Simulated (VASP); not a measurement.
Cd2Se3:

```
CELL_PARAMETERS angstrom
4.30000 0.00000 0.00000
-2.15000 3.72391 0.00000
0.00000 0.00000 9.40000
ATOMIC_POSITIONS crystal
Cd 0.33333 0.66667 0.09400
Cd 0.00000 0.00000 0.46700
Se 0.33333 0.66667 0.37300
Se 0.00000 0.00000 0.00000
Se 0.00000 0.00000 0.74700
```

```yaml
Program: VASP 6.6.1
Task: relaxation of cell and atoms
Functional: PBE
Potentials_or_basis: VASP PAW PBE potentials, release 64 (Cd, Se)
Cutoff: 600 eV
k_mesh: 4 × 4 × 2
Occupations: gaussian, width 0.2 eV
Spin: no spin polarisation
```

At the start: pressure 3.0 GPa; volume 30.10 Å³/atom.

Question: How do energy, volume and symmetry change on relaxing?

Answer: Over 9 steps the energy falls by 21.4 meV/atom and the volume is 32.60 Å³/atom (+8.3 %); space group P3m1 (No. 156, to 0.1 Å) before and after.

Step by step:
```csv
step,energy change (eV),largest force (eV/Å),pressure (GPa),volume (Å³)
1,0.0000,0.1310,3.00,150.52
2,-0.0919,0.2376,-0.40,163.15
3,-0.0947,0.2081,0.04,161.14
4,-0.1005,0.1063,0.04,161.74
5,-0.1023,0.1606,0.05,162.37
6,-0.1024,0.1504,0.04,162.27
7,-0.1044,0.0989,-0.01,162.70
8,-0.1057,0.0838,-0.08,163.37
9,-0.1069,0.0614,0.00,163.00
```

Final structure:
```
CELL_PARAMETERS angstrom
4.43594 0.00000 0.00000
-2.21797 3.84164 0.00000
0.00000 0.00000 9.56474
ATOMIC_POSITIONS crystal
Cd 0.33333 0.66667 0.09400
Cd 0.00000 0.00000 0.46327
Se 0.33333 0.66667 0.37687
Se 0.00000 0.00000 0.99791
Se 0.00000 0.00000 0.74895
```

Caveat: the k points lie up to 0.41 Å⁻¹ apart in the final cell; the relaxation stopped at a loose force limit of 0.08 eV/Å, so its end isn't a converged minimum.
